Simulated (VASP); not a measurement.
Write the native input for VASP 6.6.1 that does the following.

```yaml
Task: single point
Functional: PBEsol
Dispersion: D4
Potentials_or_basis: VASP PAW PBE potentials, release 64 (Fe_sv, O)
Cutoff: 700 eV
k_mesh: 11 × 11 × 11
Occupations: fermi-dirac, width 0.05 eV
Spin: collinear spin, ferromagnetic start
Starting_moments: "[3.0, 0.0] μB"
Dipole_correction: no
Further_INCAR_settings: ALGO = Normal; EDIFF = 1e-06; NBANDS = 22
```

The structure of FeO lies in POSCAR:

```
FeO
1.0
    0.0000000000      2.1696745882      2.1696745882
    2.1696745882      0.0000000000      2.1696745882
    2.1696745882      2.1696745882      0.0000000000
Fe O
1 1
Direct
    0.0000000000      0.0000000000      0.0000000000
    0.5000000000      0.5000000000      0.5000000000
```

The input as run:

INCAR

```
PREC = Accurate
ENCUT = 700
EDIFF = 1E-6
ISMEAR = -1
SIGMA = 0.05
LREAL = False
LASPH = True
NELM = 200
ALGO = Normal
ISIF = 2
LWAVE = False
LCHARG = False
ISPIN = 2
MAGMOM = 3 0
LORBIT = 11
LMAXMIX = 4
GGA = PS
IVDW = 13
NBANDS = 22
GGA_COMPAT = False
```

KPOINTS

```
Automatic mesh
0
Gamma
  11 11 11
```

Potentials or basis: VASP PAW PBE potentials, release 64 (Fe_sv, O).

Launch:

```sh
$ cat potpaw_PBE.64/Fe_sv/POTCAR potpaw_PBE.64/O/POTCAR > POTCAR
$ mpirun -np 1 vasp_std > vasp.out
```

It gave:

```json
{
 "Pressure": "-15.2 GPa",
 "Band gap on the k mesh": "zero (filled and empty bands overlap)",
 "Net moment": "4.00 μB per cell",
 "Site moments": "Fe +3.47; O +0.29 μB",
 "Valence electrons inside the program's atomic spheres": "Fe 13.60; O 4.95",
 "Dispersion energy per atom": "-0.190 eV"
}
```

Caveat: the cell stands under tension; the PAW data sets were made with another functional, which shifts forces and pressure a little; a cell with one magnetic atom can't hold antiferromagnetic order, which such compounds often take; semilocal functionals often make such compounds metallic where correlation or magnetic order opens a gap, which also shifts bond lengths.

It took 38 s on 1 thread of Intel(R) Xeon(R) 6975P-C (Granite Rapids) (shared host), peak memory 0.2 GiB.
